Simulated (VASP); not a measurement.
# FeNi3 (I4/mmm) in VASP: single point with PBE

Aim: the single point of FeNi3 with PBE.

Program: VASP 6.6.1. These are calculated values, not measurements. Logs are shortened: lines on timing, memory, paths and dates and some standing lists are left out, and cuts for length are marked.

## 1. The cell of the first run

It takes space group I4/mmm (No. 139, tetragonal). Conventional cell: a = 3.534 Å, b = 3.534 Å, c = 7.079 Å, α = 90.00°, β = 90.00°, γ = 90.00°. Fe (site symmetry 4/mmm) has 12 Ni at 2.50 Å within 3.3 Å. Ni (site symmetry 4/mmm) has 4 Fe at 2.50 Å and 8 Ni at 2.50 Å within 3.3 Å. Within 3.3 Å of Ni (site symmetry -4m2) lie 8 Ni at 2.50 Å and 4 Fe at 2.50 Å.

## 2. Single point, PBE, collinear spin, ferromagnetic start

File INCAR:

```
SYSTEM = FeNi3
ALGO = Normal
EDIFF = 1E-7
ENCUT = 520
GGA = PE
ISIF = 2
ISMEAR = 0
ISPIN = 2
LASPH = .TRUE.
LCHARG = .TRUE.
LELF = .TRUE.
LMAXMIX = 4
LORBIT = 11
LREAL = .FALSE.
LVHAR = .TRUE.
LWAVE = .FALSE.
MAGMOM = 4 2 2 2
NBANDS = 31
NELM = 150
PREC = Accurate
SIGMA = 0.1
```

File KPOINTS:

```
k-points
0
G
  6 6 6
  0 0 0
```

File POSCAR:

```
FeNi3
1.0
   -1.7669789800      1.7669789800      3.5395920300
    1.7669789800     -1.7669789800      3.5395920300
    1.7669789800      1.7669789800     -3.5395920300
Fe Ni
1 3
Direct
    0.0000000000      0.0000000000      0.0000000000
    0.5000000000      0.5000000000      0.0000000000
    0.7500000000      0.2500000000      0.5000000000
    0.2500000000      0.7500000000      0.5000000000
```

Potentials or basis: VASP PAW PBE potentials, release 64 (Fe, Ni).

Run with:

```
$ cat potpaw_PBE.64/Fe/POTCAR potpaw_PBE.64/Ni/POTCAR > POTCAR
$ mpirun -np 1 vasp_std > vasp.out
```

OUTCAR:

```text
SYSTEM = FeNi3
   EDIFF = 1E-7
   ENCUT = 520
   GGA = PE
   ISIF = 2
   ISMEAR = 0
   ISPIN = 2
   LASPH = .TRUE.
   LORBIT = 11
   LREAL = .FALSE.
   NELM = 150
   PREC = Accurate

 ion  position               nearest neighbor table
   1  0.000  0.000  0.000-   2 2.50   2 2.50   2 2.50   2 2.50   3 2.50   3 2.50   4 2.50   4 2.50
                             4 2.50   3 2.50   4 2.50   3 2.50
   2  0.500  0.500  0.000-   1 2.50   1 2.50   1 2.50   1 2.50   4 2.50   4 2.50   3 2.50   3 2.50
                             4 2.50   3 2.50   4 2.50   3 2.50
   3  0.750  0.250  0.500-   4 2.50   4 2.50   4 2.50   4 2.50   2 2.50   2 2.50   1 2.50   1 2.50
                             2 2.50   1 2.50   2 2.50   1 2.50
   4  0.250  0.750  0.500-   3 2.50   3 2.50   3 2.50   3 2.50   1 2.50   1 2.50   2 2.50   2 2.50
                             2 2.50   1 2.50   2 2.50   1 2.50

  LATTYP: Found a body centered tetragonal cell.
 ALAT       =     3.5339579600
 C/A-ratio  =     2.0031885326

  Lattice vectors:

 A1 = (  -1.7669789800,   1.7669789800,   3.5395920300)
 A2 = (   1.7669789800,  -1.7669789800,   3.5395920300)
 A3 = (   1.7669789800,   1.7669789800,  -3.5395920300)

Analysis of symmetry for initial positions (statically):
=====================================================================
 Subroutine PRICEL returns:
 Original cell was already a primitive cell.

 Routine SETGRP: Setting up the symmetry group for a
 body centered tetragonal supercell.

 Subroutine GETGRP returns: Found 16 space group operations
 (whereof 16 operations were pure point group operations)
 out of a pool of 16 trial point group operations.

The static configuration has the point symmetry D_4h.

Analysis of symmetry for dynamics (positions and initial velocities):
=====================================================================
 Subroutine PRICEL returns:
 Original cell was already a primitive cell.

 Routine SETGRP: Setting up the symmetry group for a
 body centered tetragonal supercell.

 Subroutine GETGRP returns: Found 16 space group operations
 (whereof 16 operations were pure point group operations)
 out of a pool of 16 trial point group operations.

The dynamic configuration has the point symmetry D_4h.

Analysis of structural, dynamic, and magnetic symmetry:
=====================================================================
 Subroutine PRICEL returns:
 Original cell was already a primitive cell.

 Routine SETGRP: Setting up the symmetry group for a
 body centered tetragonal supercell.

[... 136 lines left out ...]
   IVDW    =     0    specifies the selected vdW correction
   LEPSILON=     F    determine dielectric tensor
   LRPA    =     F    only Hartree local field effects (RPA)
 spin polarized calculation
 Gauss-broadening in eV      SIGMA  =   0.10
  energy-cutoff  :      520.00
  volume of cell :       44.21
 maximum number of plane-waves:      1213
   NGX = 17   NGY = 17   NGZ = 17

 number of electron      38.0000000 magnetization      10.0000000

 number of electron      37.9999974 magnetization       4.7591169

 Free energy of the ion-electron system (eV)
  ---------------------------------------------------
  ext. energy  EPLUGINS =         0.00000000
  ---------------------------------------------------
  free energy    TOTEN  =       -24.94168410 eV

  energy without entropy =      -24.91546813  energy(sigma->0) =      -24.92857611

 E-fermi :   8.5163     XC(G=0): -13.1885

 val. band max:        8.5162600083   @ k =  -0.3333   0.1667   0.0000
 cond. band min:       8.5168576780   @ k =   0.5000   0.1667   0.0000
 fundamental gap:      0.0005976696
 Fermi energy:         8.5162779940

 spin component 1

 k-point     1 :       0.0000    0.0000    0.0000
  band No.  band energies     occupation
      1      -0.4481      1.00000
      2       3.5400      1.00000
      3       4.0597      1.00000
      4       4.1417      1.00000
      5       4.7959      1.00000
      6       5.1003      1.00000
[... 805 lines left out ...]
     30      21.9750      0.00000
     31      22.5550      0.00000

 [... further k-points ...]

 spin component 2

 k-point     1 :       0.0000    0.0000    0.0000
  band No.  band energies     occupation
      1      -0.4035      1.00000
      2       4.3961      1.00000
      3       5.0917      1.00000
      4       5.2059      1.00000
      5       5.4349      1.00000
      6       6.0659      1.00000
[... 805 lines left out ...]
     30      22.3430      0.00000
     31      22.8803      0.00000

 [... further k-points ...]

------------------------ aborting loop because EDIFF is reached ----------------------------------------

  FORCE on cell =-STRESS in cart. coord.  units (eV):
  Direction    XX          YY          ZZ          XY          YZ          ZX
  --------------------------------------------------------------------------------------
  -------------------------------------------------------------------------------------
  Total        0.4454105      0.4454105      0.2534682      0.0000000     -0.0000000     -0.0000000
  in kB       16.1434008     16.1434008      9.1866680      0.0000000     -0.0000000     -0.0000000
  external PRESSURE =      13.8244899 kB  Pullay stress =       0.0000000 kB

 VOLUME and BASIS-vectors are now :
 -----------------------------------------------------------------------------
  energy-cutoff  :      520.00
  volume of cell :       44.21
      direct lattice vectors                 reciprocal lattice vectors
    -1.766978980  1.766978980  3.539592030     0.000000000  0.282968844  0.141259217
     1.766978980 -1.766978980  3.539592030     0.282968844  0.000000000  0.141259217
     1.766978980  1.766978980 -3.539592030     0.282968844  0.282968844  0.000000000

 POSITION                                       TOTAL-FORCE (eV/Angst)
 -----------------------------------------------------------------------------------
      0.00000      0.00000      0.00000         0.000000      0.000000     -0.000000
      0.00000      0.00000      3.53959         0.000000      0.000000     -0.000000
      0.00000      1.76698      1.76980        -0.000000     -0.000000     -0.000000
      1.76698      0.00000      1.76980        -0.000000      0.000000      0.000000
 -----------------------------------------------------------------------------------
    total drift:                               -0.000000     -0.000000      0.000000

  FREE ENERGIE OF THE ION-ELECTRON SYSTEM (eV)
  ---------------------------------------------------
  free  energy   TOTEN  =       -24.9416840964 eV

  energy  without entropy=      -24.9154681252  energy(sigma->0) =      -24.92857611

 total charge

# of ion       s       p       d       tot
------------------------------------------
    1        0.473   0.508   6.132   7.114
    2        0.508   0.509   8.328   9.346
    3        0.507   0.519   8.320   9.346
    4        0.507   0.519   8.320   9.346
--------------------------------------------------
tot          1.995   2.055  31.101  35.152

 magnetization (x)

# of ion       s       p       d       tot
------------------------------------------
    1        0.012  -0.004   2.843   2.851
    2       -0.016  -0.031   0.684   0.637
    3       -0.016  -0.045   0.707   0.647
    4       -0.016  -0.045   0.707   0.647
--------------------------------------------------
tot         -0.036  -0.124   4.942   4.781
```

OSZICAR:

```text
N       E                     dE             d eps       ncg     rms          rms(c)
DAV:   1     0.246272948764E+03    0.24627E+03   -0.17119E+04  3912   0.176E+03
DAV:   2    -0.121449978871E+02   -0.25842E+03   -0.24163E+03  3727   0.317E+02
[... 11 lines left out ...]
DAV:  14    -0.249417126476E+02    0.19084E-03   -0.65660E-04  5380   0.486E-01    0.105E-01
DAV:  15    -0.249416835575E+02    0.29090E-04   -0.17143E-04  5654   0.151E-01    0.433E-02
DAV:  16    -0.249416849405E+02   -0.13830E-05   -0.29848E-05  6048   0.941E-02    0.245E-02
DAV:  17    -0.249416839063E+02    0.10343E-05   -0.12882E-05  4301   0.587E-02    0.128E-02
DAV:  18    -0.249416841898E+02   -0.28357E-06   -0.83189E-07  4399   0.104E-02    0.779E-03
DAV:  19    -0.249416840964E+02    0.93402E-07   -0.24686E-07  3019   0.692E-03
   1 F= -.24941684E+02 E0= -.24928576E+02  d E =-.262160E-01  mag=     4.7596
```

stdout:

```text
POSCAR found type information on POSCAR FeNi
 POSCAR found :  2 types and       4 ions
 scaLAPACK will be used
 LDA part: xc-table for (Slater+PW92), standard interpolation
 POSCAR, INCAR and KPOINTS ok, starting setup
 FFT: planning ... GRIDC
 FFT: planning ... GRID_SOFT
 FFT: planning ... GRID
 WAVECAR not read
 entering main loop
```

Run time: 2 min. Hardware: 1 thread of Intel Xeon Platinum 8488C (Sapphire Rapids), shared host; peak memory 0.24 GiB.

Results:

```yaml
Free_energy: -24.9417 eV
Pressure: 1.4 GPa
Net_moment: 4.76 μB per cell
Site_moments: Fe +2.85; Ni +0.64, +0.65 (each value once) μB
Valence_electrons_inside_the_program's_atomic_spheres: Fe 7.11; Ni 9.35
```

Stress tensor (GPa, compression positive):
```
1.61 0.00 0.00
0.00 1.61 0.00
0.00 0.00 0.92
```

Levels at points of the mesh, in eV from the Fermi level:
Spin up:
```
           k point  band 17  band 18  band 19  band 20  band 21  band 22  band 23  band 24  band 25  band 26
(0.00, 0.00, 0.00)    -0.70    -0.56    -0.56    -0.49    -0.49     2.40     7.67     7.67     7.73     7.73
(0.50, 0.00, 0.00)    -1.49    -1.43    -0.93    -0.83    -0.57    -0.48     3.81     3.96     8.77     8.79
(0.50, 0.50, 0.00)    -0.72    -0.71    -0.70    -0.65    -0.37    -0.29     0.85     0.98     5.64     5.83
(0.50, 0.50, 0.50)    -0.72    -0.69    -0.56    -0.56    -0.49    -0.49     2.42     2.42     9.08     9.36
```
Spin down:
```tsv
k point	band 14	band 15	band 16	band 17	band 18	band 19	band 20	band 21
(0.00, 0.00, 0.00)	-0.64	-0.42	0.44	0.72	0.90	0.95	0.95	1.48
(0.50, 0.00, 0.00)	-0.81	-0.78	-0.33	-0.02	0.12	0.24	0.73	0.97
(0.50, 0.50, 0.00)	-0.63	-0.47	-0.33	-0.31	-0.08	0.68	0.85	1.03
(0.50, 0.50, 0.50)	-0.34	-0.30	0.04	0.44	1.07	1.15	1.15	1.26
```
